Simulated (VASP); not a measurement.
A run of VASP 6.6.1 is set up as follows.

Contents of POSCAR:

```
ZnS
1.0
    0.0000000000      2.7198945612      2.7198945612
    2.7198945612      0.0000000000      2.7198945612
    2.7198945612      2.7198945612      0.0000000000
Zn S
1 1
Direct
    0.7500000000      0.7500000000      0.7500000000
    0.0000000000      0.0000000000      0.0000000000
```

File INCAR.step1:

```
SYSTEM = ZnS
PREC = Accurate
ENCUT = 520
ISMEAR = -1
SIGMA = 0.05
LREAL = .FALSE.
LASPH = .TRUE.
NELM = 80
NBANDS = 16
GGA = PE
ALGO = Normal
EDIFF = 1E-4
LWAVE = .TRUE.
LCHARG = .FALSE.
```

The input INCAR.step2:

```
SYSTEM = ZnS
PREC = Accurate
ENCUT = 520
EDIFF = 1E-7
ISMEAR = -1
SIGMA = 0.05
LREAL = .FALSE.
LASPH = .TRUE.
NELM = 80
ALGO = Normal
ISIF = 2
LWAVE = .FALSE.
LCHARG = .FALSE.
METAGGA = R2SCAN
LMIXTAU = .TRUE.
IVDW = 12
VDW_S6 = 1.0
VDW_S8 = 0.78981345
VDW_A1 = 0.49484001
VDW_A2 = 5.73083694
NBANDS = 16
ISTART = 1
```

KPOINTS

```
regular mesh
0
G
  9 9 9
  0 0 0
```

Potentials or basis: VASP PAW PBE potentials, release 64 (Zn, S).

Command:

```bash
$ cat potpaw_PBE.64/Zn/POTCAR potpaw_PBE.64/S/POTCAR > POTCAR
$ cp INCAR.step1 INCAR
$ mpirun -np 1 vasp_std > vasp.out
$ cp INCAR.step2 INCAR
$ mpirun -np 1 vasp_std > vasp.out
```

**Question.** What does it give for the band gap on the k mesh?

**Answer.** 2.58 eV, direct.

**Question.** Estimate the pressure.

**Answer.** -3.2 GPa.

Caveat: the PAW data sets were made with another functional, which shifts forces and pressure a little. r2SCAN opens gaps a little over a GGA but as a rule still falls short of measured ones.
